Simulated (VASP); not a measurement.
Set up this calculation in VASP 6.6.1, as the native input.

| Item | Value |
| --- | --- |
| Task | single point |
| Functional | PBE |
| Potentials or basis | VASP PAW PBE potentials, release 64 (Cu, I) |
| Cutoff | 600 eV |
| k mesh | 6 × 6 × 6 |
| Occupations | gaussian, width 0.01 eV |
| Spin | no spin polarisation |
| Dipole correction | no |
| Further INCAR settings | ALGO = Normal; EDIFF = 1e-06; NBANDS = 16 |

The structure of CuI lies in POSCAR:

```
CuI
1.0
    0.0000000000      3.0087458622      3.0087458622
    3.0087458622      0.0000000000      3.0087458622
    3.0087458622      3.0087458622      0.0000000000
Cu I
1 1
Direct
    0.2500000000      0.2500000000      0.2500000000
    0.0000000000      0.0000000000      0.0000000000
```

The input as run:

INCAR

```
ALGO = Normal ; EDIFF = 1E-6
ENCUT = 600 ; GGA = PE
GGA_COMPAT = False ; ISIF = 2
ISMEAR = 0 ; LASPH = True
LCHARG = False ; LREAL = False
LWAVE = False ; NBANDS = 16
NELM = 120 ; PREC = Accurate
SIGMA = 0.01
```

KPOINTS

```
k-points
0
Gamma
  6 6 6
```

Potentials or basis: VASP PAW PBE potentials, release 64 (Cu, I).

The run is started by

```bash
$ cat potpaw_PBE.64/Cu/POTCAR potpaw_PBE.64/I/POTCAR > POTCAR
$ mpirun -np 1 vasp_std > vasp.out
```

It gave:

```json
{
 "Pressure": "1.3 GPa",
 "Band gap on the k mesh": "1.20 eV"
}
```

Caveat: spin-orbit coupling is left out, which moves the levels of the heavy elements.

Wall time 17 s on 1 thread of Intel(R) Xeon(R) Platinum 8375C CPU @ 2.90GHz (Ice Lake), on a shared host, peak memory 0.21 GiB.
